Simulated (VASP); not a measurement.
# H12CO8 in VASP: notebook, part 2 of 2

VASP 6.6.1. The steps go on from the part before.

### Step 3. Single point, PBE+D3(BJ)

INCAR reads:

```
SYSTEM = H12CO8
ALGO = Normal ; EDIFF = 1E-6
ENCUT = 520 ; GGA = PE
GGA_COMPAT = .False. ; ISIF = 2
ISMEAR = -1 ; IVDW = 12
LASPH = .True. ; LCHARG = .True.
LELF = .True. ; LREAL = .False.
LVHAR = .True. ; LWAVE = .False.
NBANDS = 48 ; NELM = 120
PREC = Accurate ; SIGMA = 0.02
```

KPOINTS reads:

```
k-points
0
Gamma
  1 1 1
  0 0 0
```

POSCAR reads:

```
H12CO8
1.0
    6.2658270000      0.0000000000      0.0000000000
    0.0000000000      6.2658270000      0.0000000000
    0.0000000000      0.0000000000      6.2658270000
O H C
8 12 1
Direct
    0.3124248403      0.0556191545      0.8537580115
    0.4577209042      0.4007132658      0.4077674025
    1.0988812810      0.2060861240      0.1964624941
    0.3012531307      0.7221871909      0.1502435353
    0.9404664380      0.6322868474      0.8810808214
    0.9376256319      0.9280817999      0.5554414445
    0.7106962896      0.2715044638      0.8700208289
    0.6842991356     -0.0124325169      1.1097178393
    0.2303127744      0.1151962861      0.9690340956
    0.2450275119      0.0372815911      0.7110952792
    0.4253708250      0.5373432749      0.4827774530
    0.5839612233      0.3495308760      0.4867833089
    1.1839937489      0.3163828175      0.2650089126
    1.0694198866      0.0895173135      0.3001997980
    0.3286397789      0.8270735850      0.0404735081
    0.4376916247      0.6523959248      0.1760821038
    0.8862996058      0.4881239140      0.9209319057
    1.0684303923      0.6561464273      0.9747157079
    0.8038364289      0.8949497010      0.4899433068
    0.9542395601      0.8044907719      0.6501935020
    0.7006896296      0.1300387004      0.9903401419
```

Potentials or basis: VASP PAW PBE potentials, release 64 (O, H, C).

Started as:

```
cat potpaw_PBE.64/O/POTCAR potpaw_PBE.64/H/POTCAR potpaw_PBE.64/C/POTCAR > POTCAR
mpirun -np 1 vasp_gam > vasp.out
```

OUTCAR:

```text
SYSTEM = H12CO8
   EDIFF = 1E-6
   ENCUT = 520
   GGA = PE
   ISIF = 2
   ISMEAR = -1
   IVDW = 12
   LASPH = .True.
   LREAL = .False.
   NELM = 120
   PREC = Accurate
 IVDW          = 12

 ion  position               nearest neighbor table
   1  0.312  0.056  0.854-   9 0.96  10 1.00
   2  0.458  0.401  0.408-  12 0.99  11 1.00
   3  0.099  0.206  0.196-  13 0.97  14 1.00
   4  0.301  0.722  0.150-  15 0.97  16 0.97
   5  0.940  0.632  0.881-  17 1.00  18 1.00
   6  0.938  0.928  0.555-  19 0.96  20 0.98
   7  0.711  0.272  0.870-  21 1.17
   8  0.684  0.988  0.110-  21 1.17
   9  0.230  0.115  0.969-   1 0.96
  10  0.245  0.037  0.711-   1 1.00
  11  0.425  0.537  0.483-   2 1.00
  12  0.584  0.350  0.487-   2 0.99
  13  0.184  0.316  0.265-   3 0.97
  14  0.069  0.090  0.300-   3 1.00
  15  0.329  0.827  0.040-   4 0.97
  16  0.438  0.652  0.176-   4 0.97
  17  0.886  0.488  0.921-   5 1.00
  18  0.068  0.656  0.975-   5 1.00
  19  0.804  0.895  0.490-   6 0.96
  20  0.954  0.804  0.650-   6 0.98
  21  0.701  0.130  0.990-   7 1.17   8 1.17

  LATTYP: Found a simple cubic cell.
 ALAT       =     6.2658270000

  Lattice vectors:

 A1 = (   6.2658270000,   0.0000000000,   0.0000000000)
 A2 = (   0.0000000000,   6.2658270000,   0.0000000000)
 A3 = (   0.0000000000,   0.0000000000,   6.2658270000)

Analysis of symmetry for initial positions (statically):
=====================================================================
 Subroutine PRICEL returns:
 Original cell was already a primitive cell.

 Routine SETGRP: Setting up the symmetry group for a
 simple cubic supercell.

 Subroutine GETGRP returns: Found  1 space group operations
 (whereof  1 operations were pure point group operations)
 out of a pool of 48 trial point group operations.

The static configuration has the point symmetry C_1 .

Analysis of symmetry for dynamics (positions and initial velocities):
=====================================================================
 Subroutine PRICEL returns:
 Original cell was already a primitive cell.

 Routine SETGRP: Setting up the symmetry group for a
 simple cubic supercell.

 Subroutine GETGRP returns: Found  1 space group operations
 (whereof  1 operations were pure point group operations)
 out of a pool of 48 trial point group operations.

The dynamic configuration has the point symmetry C_1 .

 Subroutine INISYM returns: Found  1 space group operations
 (whereof  1 operations are pure point group operations),
 and found     1 'primitive' translations

----------------------------------------------------------------------------------------

                                     Primitive cell

  volume of cell :     246.0001

  direct lattice vectors                    reciprocal lattice vectors
     6.265827000  0.000000000  0.000000000     0.159595852  0.000000000  0.000000000
     0.000000000  6.265827000  0.000000000     0.000000000  0.159595852  0.000000000
     0.000000000  0.000000000  6.265827000     0.000000000  0.000000000  0.159595852

  length of vectors
     6.265827000  6.265827000  6.265827000     0.159595852  0.159595852  0.159595852

  position of ions in fractional coordinates (direct lattice)
     0.312424840  0.055619155  0.853758011
     0.457720904  0.400713266  0.407767402
     0.098881281  0.206086124  0.196462494
     0.301253131  0.722187191  0.150243535
     0.940466438  0.632286847  0.881080821
     0.937625632  0.928081800  0.555441444
[... 13 lines left out ...]
     0.954239560  0.804490772  0.650193502
     0.700689630  0.130038700  0.990340142

  ion indices of the primitive-cell ions
   primitive index   ion index
                 1           1
                 2           2
                 3           3
                 4           4
                 5           5
                 6           6
[... 13 lines left out ...]
                20          20
                21          21

----------------------------------------------------------------------------------------

 KPOINTS: k-points

Automatic generation of k-mesh.
[... 45 lines left out ...]
   TEBEG  =    0.0;   TEEND  =   0.0 temperature during run
   PSTRESS=    0.0 pullay stress
   NELECT =      64.0000    total number of electrons
   NUPDOWN=      -1.0000    fix difference up-down
   EMIN   =  10.00;   EMAX   =-10.00  energy-range for DOS
   EFERMI =   0.00;   METHOD = LEGACY
   ISMEAR =    -1;   SIGMA  =   0.02  broadening in eV -4-tet -1-fermi 0-gaus
   EFERMI_NEDOS =   21; number of points for ismear=-14 and -15
   IALGO  =     38    algorithm
   IMIX   =      4    mixing-type and parameters
     AMIX     =   0.40;   BMIX     =  1.00
     AMIX_MAG =   1.60;   BMIX_MAG =  1.00
  volume/ion in A,a.u.               =      11.71        79.05
  Fermi-wavevector in a.u.,A,eV,Ry     =   1.045097  1.974946 14.860648  1.092227
  Thomas-Fermi vector in A             =   2.179878
   LORBIT       =      0    0 simple, 1 ext, 2 COOP (PROOUT), +10 PAW based schemes
   GGA     = PE    functional components
   LHFCALC =     F    Hartree Fock is set to
   AEXX    =    0.0000 exact exchange contribution
   IVDW    =    12    specifies the selected vdW correction
   LEPSILON=     F    determine dielectric tensor
   LRPA    =     F    only Hartree local field effects (RPA)
 non-spin polarized calculation
  energy-cutoff  :      520.00
  volume of cell :      246.00
 maximum number of plane-waves:      3310
 NGX is ok and might be reduce to    48
   NGX = 23   NGY = 23   NGZ = 23

 number of electron      64.0000003 magnetization

 Free energy of the ion-electron system (eV)
  ---------------------------------------------------
  ext. energy  EPLUGINS =         0.00000000
  ---------------------------------------------------
  free energy    TOTEN  =      -109.90070994 eV

  energy without entropy =     -109.90070994  energy(sigma->0) =     -109.90070994

 E-fermi :  -2.9908     XC(G=0):  -6.6353

 val. band max:       -3.5450245654   @ k =   0.0000   0.0000   0.0000
 cond. band min:       0.8429961156   @ k =   0.0000   0.0000   0.0000
 fundamental gap:      4.3880206810
 Fermi energy:        -2.9907785386

 k-point     1 :       0.0000    0.0000    0.0000
  band No.  band energies     occupation
      1     -25.8456      2.00000
      2     -24.8312      2.00000
      3     -22.6076      2.00000
      4     -22.1944      2.00000
      5     -22.0169      2.00000
      6     -21.8883      2.00000
[... 36 lines left out ...]
     43       6.8132      0.00000
     44       7.0954      0.00000
 [bands above 44 left out]

------------------------ aborting loop because EDIFF is reached ----------------------------------------

 Edisp (eV)   -0.73461

 E8    (eV) :    -0.1583

  FORCE on cell =-STRESS in cart. coord.  units (eV):
  Direction    XX          YY          ZZ          XY          YZ          ZX
  --------------------------------------------------------------------------------------
  -------------------------------------------------------------------------------------
  Total       1.31196     0.83353    -1.27421     0.12759    -0.82013    -0.60607
  in kB       8.54469     5.42873    -8.29880     0.83096    -5.34144    -3.94726
  external pressure =        1.89 kB  Pullay stress =        0.00 kB

 VOLUME and BASIS-vectors are now :
 -----------------------------------------------------------------------------
  energy-cutoff  :      520.00
  volume of cell :      246.00
      direct lattice vectors                 reciprocal lattice vectors
     6.265827000  0.000000000  0.000000000     0.159595852  0.000000000  0.000000000
     0.000000000  6.265827000  0.000000000     0.000000000  0.159595852  0.000000000
     0.000000000  0.000000000  6.265827000     0.000000000  0.000000000  0.159595852

 POSITION                                       TOTAL-FORCE (eV/Angst)
 -----------------------------------------------------------------------------------
      1.95760      0.34850      5.34950         1.283418     -1.317611     -1.960249
      2.86800      2.51080      2.55500         0.539385      1.017119      0.914357
      0.61957      1.29130      1.23100        -0.535409     -0.583260     -0.088891
      1.88760      4.52510      0.94140        -0.281399     -0.625079      0.545644
      5.89280      3.96180      5.52070         0.659287     -0.458453      0.687079
      5.87500      5.81520      3.48030         0.531481      0.203064      0.025587
[... 13 lines left out ...]
      5.97910      5.04080      4.07400         0.203912     -0.324147      0.560086
      4.39040      0.81480      6.20530        -0.373115     -0.826471      0.489916
 -----------------------------------------------------------------------------------
    total drift:                               -0.000021      0.000080      0.001208

  FREE ENERGIE OF THE ION-ELECTRON SYSTEM (eV)
  ---------------------------------------------------
  free  energy   TOTEN  =      -110.6353212876 eV

  energy  without entropy=     -110.6353212876  energy(sigma->0) =     -110.63532129
```

Run time: 31 s. Hardware: 1 thread of Intel Xeon 8259CL, shared host; peak memory 0.31 GiB.

Results:

```yaml
Free_energy: -110.6353 eV
Pressure: 0.2 GPa
Largest_force: 2.688 eV/Å
Band_gap_on_the_k_mesh: 4.39 eV
Dispersion_energy_per_atom: -0.035 eV
```

Forces in eV/Å, atoms in the order of the input:
```
O    1.283 -1.318 -1.960
O    0.539  1.017  0.914
O   -0.535 -0.583 -0.089
O   -0.281 -0.625  0.546
O    0.659 -0.458  0.687
O    0.531  0.203  0.026
O    0.164  0.775 -0.729
O    0.197 -0.098  0.376
H   -1.453  0.779  0.460
H   -0.197  0.520  1.485
H    0.000 -0.895 -0.418
H   -0.485 -0.060 -0.260
H    0.226 -0.216  0.335
H    0.289  0.656 -0.149
H    0.292  0.790 -0.679
H   -0.094 -0.175 -0.168
H    0.417  1.001 -0.432
H   -0.668 -0.290 -0.356
H   -0.715  0.128 -0.640
H    0.204 -0.324  0.560
C   -0.373 -0.826  0.490
```

Stress tensor (GPa, compression positive):
```
 0.85  0.08 -0.39
 0.08  0.54 -0.53
-0.39 -0.53 -0.83
```

Levels at points of the mesh, in eV from the valence-band top:
```
           k point  band 29  band 30  band 31  band 32  band 33  band 34  band 35  band 36
(0.00, 0.00, 0.00)    -0.51    -0.42    -0.33     0.00     4.39     6.34     6.53     7.63
```

Caveat: the k points lie up to 1.00 Å⁻¹ apart.

### Step 4. Single point, PBE+D3(BJ)

INCAR reads:

```
ALGO = Normal ; EDIFF = 1E-6
ENCUT = 520 ; GGA = PE
GGA_COMPAT = F ; ISIF = 2
ISMEAR = -1 ; IVDW = 12
LASPH = T ; LCHARG = F
LREAL = F ; LWAVE = F
NBANDS = 48 ; NELM = 120
PREC = Accurate ; SIGMA = 0.02
```

KPOINTS reads:

```
k-points
0
Gamma
  1 1 1
```

POSCAR reads:

```
H12CO8
1.0
    6.2658270000      0.0000000000      0.0000000000
    0.0000000000      6.2658270000      0.0000000000
    0.0000000000      0.0000000000      6.2658270000
O H C
8 12 1
Direct
    0.2990187887      0.0414151237      0.8238178296
    0.4608968617      0.4030752844      0.4015272046
    1.0706806939      0.2321640862      0.2124220793
    0.2968163660      0.7446104082      0.1764172551
    0.9435625976      0.6741488394      0.8719678983
    0.9248100849      0.9464672421      0.5451953908
    0.7040251829      0.2834422336      0.9153141317
    0.6912255956     -0.0465541101      1.0821715952
    0.2030378432      0.1293683978      0.9165430198
    0.1807582622      0.0138050412      0.7126273994
    0.3899245862      0.5360026697      0.4564441374
    0.4876132073      0.3286716981      0.5346141858
    1.1813444578      0.3321349281      0.2449317544
    1.0660204950      0.1318900123      0.3301080608
    0.2787022368      0.8532313452      0.0524272375
    0.4462778816      0.7137764895      0.1577285808
    0.8530238706      0.5467753897      0.8900660679
    1.0681112006      0.6592585464      0.9700555090
    0.9336516951      0.8668448714      0.4075439683
    0.9287999812      0.8179287427      0.6481985538
    0.7013758918      0.1213886052      1.0043366981
```

Started as:

```
cat potpaw_PBE.64/O/POTCAR potpaw_PBE.64/H/POTCAR potpaw_PBE.64/C/POTCAR > POTCAR
mpirun -np 1 vasp_gam > vasp.out
```

Run time: 35 s. Hardware: 1 thread of Intel Xeon 8259CL, shared host; peak memory 0.34 GiB.

It converged, with:

| Property | Result |
| --- | --- |
| Free energy | -110.4717 eV |
| Pressure | -0.6 GPa |
| Largest force | 2.741 eV/Å |
| Band gap on the k mesh | 4.77 eV |
| Dispersion energy per atom | -0.035 eV |

Forces in eV/Å, atoms in the order of the input:
```
O   -2.648  0.309 -0.638
O   -0.731  1.345  0.688
O   -0.834 -0.477 -0.975
O   -0.985  1.209 -1.681
O    0.465 -0.649  0.189
O    0.318 -1.830 -0.297
O    0.019  1.667 -0.830
O    0.033 -0.653  0.881
H    0.847 -0.058  0.291
H    1.441 -0.175  0.466
H    0.542 -0.862 -0.692
H    0.207 -0.495  0.134
H    0.939  0.516  0.466
H    0.087  0.029  0.363
H    0.287 -0.792  1.277
H    0.574 -0.325  0.113
H    0.467  0.355  0.070
H   -0.635 -0.135 -0.406
H   -0.127  0.619  0.651
H   -0.055  1.062 -0.162
C   -0.209 -0.662  0.094
```

Stress tensor (GPa, compression positive):
```
-0.56  0.69 -0.36
 0.69  0.84 -0.74
-0.36 -0.74 -1.97
```

Levels at points of the mesh, in eV from the valence-band top:
| k point | band 28 | band 29 | band 30 | band 31 | band 32 | band 33 | band 34 | band 35 | band 36 | band 37 |
| --- | --- | --- | --- | --- | --- | --- | --- | --- | --- | --- |
| (0.00, 0.00, 0.00) | -0.44 | -0.38 | -0.33 | -0.13 | 0.00 | 4.77 | 6.74 | 6.91 | 8.04 | 8.37 |

Caveat: the k points lie up to 1.00 Å⁻¹ apart.

### Step 5. Single point, PBE+D3(BJ)

INCAR reads:

```
SYSTEM = H12CO8
PREC     = Accurate       ! precision mode
ENCUT    = 520            ! plane-wave cutoff, eV
EDIFF    = 1E-6           ! SCF threshold, eV
ISMEAR   = -1             ! smearing method
SIGMA    = 0.02           ! smearing width, eV
LREAL    = .False.        ! projectors in reciprocal space
LASPH    = .True.         ! aspherical terms in the spheres
NELM     = 120            ! most SCF steps
ALGO     = Normal         ! electronic algorithm
ISIF     = 2              ! what is computed and relaxed
LWAVE    = .False.        ! write WAVECAR
LCHARG   = .False.        ! write CHGCAR
GGA      = PE             ! functional
IVDW     = 12             ! dispersion correction
NBANDS   = 48             ! bands
GGA_COMPAT= .False.
```

KPOINTS reads:

```
Automatic mesh
0
Gamma
  1 1 1
  0 0 0
```

POSCAR reads:

```
H12CO8
1.0
    6.2658270000      0.0000000000      0.0000000000
    0.0000000000      6.2658270000      0.0000000000
    0.0000000000      0.0000000000      6.2658270000
O H C
8 12 1
Direct
    0.2736590078      0.0537359234      0.8402242832
    0.4861130063      0.4105443703      0.3784496444
    1.0757558420      0.2456499358      0.2236735869
    0.2521774061      0.7720289756      0.1892328020
    0.9513827943      0.6491880481      0.8709624444
    0.9234854394      0.9146597887      0.5419396354
    0.6809476227      0.2972791940      0.9333325034
    0.6646369266     -0.0397234076      1.1026477431
    0.1822425037      0.1526693922      0.9078131267
    0.1982340081      0.0328288668      0.6997001354
    0.4370213222      0.5044026910      0.5000297646
    0.5260279290      0.2722066856      0.4484962639
    1.1603576032      0.3665118746      0.2682646680
    1.0341332437      0.1765130126      0.3635753110
    0.3021628270      0.8959391953      0.1073122510
    0.3719221740      0.6707015690      0.1818913928
    0.8696856776      0.5434238768      0.9352157345
    1.0645043344      0.6780429782      0.9686191464
    1.0018789220      0.8324040865      0.4285627420
    0.9060416127      0.8031501668      0.6561304677
    0.6732231835      0.1249635523      1.0149657819
```

Started as:

```
cat potpaw_PBE.64/O/POTCAR potpaw_PBE.64/H/POTCAR potpaw_PBE.64/C/POTCAR > POTCAR
mpirun -np 1 vasp_gam > vasp.out
```

It took 38 s on 1 thread of Intel Xeon 8259CL, shared host; peak memory 0.34 GiB.

It converged, with:

| Item | Value |
| --- | --- |
| Free energy | -110.5812 eV |
| Pressure | -0.7 GPa |
| Largest force | 2.512 eV/Å |
| Band gap on the k mesh | 4.45 eV |
| Dispersion energy per atom | -0.035 eV |

Forces in eV/Å, atoms in the order of the input:
```
O    0.406 -0.818 -2.104
O   -0.333  0.057  1.720
O   -0.801 -0.867  1.163
O    0.300 -0.566  0.048
O    0.472  1.137 -1.900
O    0.792 -0.854 -0.801
O   -0.129 -1.735  0.489
O    0.033 -0.053  0.023
H   -0.980  1.192  1.169
H    0.387 -0.320  0.989
H    0.649 -0.997 -1.017
H   -0.305  1.130 -0.447
H    0.455  0.256  0.087
H    0.197  0.407 -1.310
H   -0.257 -0.135 -0.122
H   -0.223  0.262  0.141
H   -1.496 -1.804  0.905
H    1.100  0.618  0.978
H   -0.557  0.687  0.600
H    0.183  0.475  0.006
C    0.105  1.927 -0.618
```

Stress tensor (GPa, compression positive):
```
 1.01  1.62  0.35
 1.62 -1.16  0.46
 0.35  0.46 -1.97
```

Levels at points of the mesh, in eV from the valence-band top:
| k point | band 30 | band 31 | band 32 | band 33 | band 34 | band 35 |
| --- | --- | --- | --- | --- | --- | --- |
| (0.00, 0.00, 0.00) | -0.27 | -0.13 | 0.00 | 4.45 | 6.36 | 6.42 |

Caveat: the k points lie up to 1.00 Å⁻¹ apart.

### Step 6. Single point, PBE+D3(BJ)

INCAR reads:

```
PREC = Accurate
ENCUT = 520
EDIFF = 1E-6
ISMEAR = -1
SIGMA = 0.02
LREAL = False
LASPH = True
NELM = 120
ALGO = Normal
ISIF = 2
LWAVE = False
LCHARG = False
GGA = PE
IVDW = 12
NBANDS = 48
GGA_COMPAT = False
```

KPOINTS reads:

```
Automatic mesh
0
Gamma
  1 1 1
```

POSCAR reads:

```
H12CO8
1.0
    6.2658270000      0.0000000000      0.0000000000
    0.0000000000      6.2658270000      0.0000000000
    0.0000000000      0.0000000000      6.2658270000
O H C
8 12 1
Direct
    0.2219659113      0.0810906525      0.8698293138
    0.5308158045      0.4540342400      0.4616948409
    1.0087894224      0.2712491105      0.2309830769
    0.2822452647      0.6928055945      0.2175451062
    0.9609904646      0.6337710888      0.8778729448
    0.9969474101      0.9023709081      0.4793621018
    0.6601044044      0.2730685032      0.8468475111
    0.6287278599      0.0053783802      1.1049778425
    0.1102488147      0.1611120128      0.9394929033
    0.1756671546      0.0536242063      0.7111910367
    0.5950052563      0.4658602927      0.6108690840
    0.6357021986      0.3559466292      0.3917280193
    1.1002857245      0.3760557066      0.3005349493
    0.9957185221      0.1474346483      0.3355502793
    0.3562817805      0.8187586411      0.1705600873
    0.3834130754      0.6214502890      0.3162711004
    0.8825331437      0.5320287330      0.9528351166
    1.0895130044      0.6711963161      0.9655868252
    1.0848847247      0.8043152165      0.3752098486
    0.9766946965      0.7994315834      0.6044054520
    0.6410167405      0.1314112247      0.9684595505
```

Potentials or basis: VASP PAW PBE potentials, release 64 (O, H, C).

Started as:

```
cat potpaw_PBE.64/O/POTCAR potpaw_PBE.64/H/POTCAR potpaw_PBE.64/C/POTCAR > POTCAR
mpirun -np 1 vasp_gam > vasp.out
```

Run time: 41 s. Hardware: 1 thread of Intel Xeon 8259CL, shared host; peak memory 0.32 GiB.

The run converged. Its results:

```yaml
Free_energy: -110.7501 eV
Pressure: -1.9 GPa
Largest_force: 3.036 eV/Å
Band_gap_on_the_k_mesh: 4.24 eV
Dispersion_energy_per_atom: -0.035 eV
```

Forces in eV/Å, atoms in the order of the input:
```
O    0.031 -0.974 -2.705
O    1.636 -0.618  1.191
O   -0.401 -0.798  0.854
O   -0.572 -0.272  0.184
O    1.974  2.061 -1.037
O    0.931 -2.322  0.253
O    0.217 -0.249 -0.113
O   -0.103 -0.717  0.255
H   -0.310  0.348  0.291
H    0.431  0.423  2.446
H   -0.985 -0.067 -1.700
H   -0.683  0.735  0.289
H   -0.001 -0.117 -0.125
H    0.151  0.843 -0.702
H    0.291  0.634 -0.375
H    0.219 -0.275  0.062
H   -0.943 -1.492  1.192
H   -0.971 -0.434 -0.389
H   -0.668  1.286  0.940
H   -0.122  1.111 -0.883
C   -0.122  0.892  0.071
```

Stress tensor (GPa, compression positive):
```
-0.86  0.92 -1.08
 0.92 -0.73 -1.00
-1.08 -1.00 -3.98
```

Levels at points of the mesh, in eV from the valence-band top:
| k point | band 30 | band 31 | band 32 | band 33 | band 34 | band 35 |
| --- | --- | --- | --- | --- | --- | --- |
| (0.00, 0.00, 0.00) | -0.53 | -0.44 | 0.00 | 4.24 | 5.77 | 6.03 |

Caveat: the k points lie up to 1.00 Å⁻¹ apart.
